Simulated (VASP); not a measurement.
Input of a VASP 6.6.1 run:

Contents of INCAR:

```
ALGO = Normal
EDIFF = 1E-7
ENCUT = 520
GGA = PE
ISIF = 2
ISMEAR = 0
LASPH = True
LCHARG = False
LREAL = False
LWAVE = False
NBANDS = 14
NELM = 60
PREC = Accurate
SIGMA = 0.15
```

KPOINTS

```
k-points
0
Gamma
  18 18 18
```

POSCAR

```
ZrB
1.0
    0.0261562500      2.3250000000      2.3250000000
    2.3511562500      0.0000000000      2.3511562500
    2.3250000000      2.3250000000      0.0261562500
Zr B
1 1
Direct
    0.0000000000      0.0000000000      0.0000000000
    0.5000000000      0.5000000000      0.5000000000
```

Potentials or basis: VASP PAW PBE potentials, release 64 (Zr_sv, B).

Run with:

```bash
$ cat potpaw_PBE.64/Zr_sv/POTCAR potpaw_PBE.64/B/POTCAR > POTCAR
$ mpirun -np 1 vasp_std > vasp.out
```

Task: Predict the pressure.

Result: 35.0 GPa.

Stress tensor (GPa, compression positive):
```
35.01  0.00 -1.32
 0.00 35.03  0.00
-1.32  0.00 35.01
```

Caveat: the cell differs from its parent crystal (strain +0.0225 x Voigt [0, 0, 0, 0, 1, 0]).
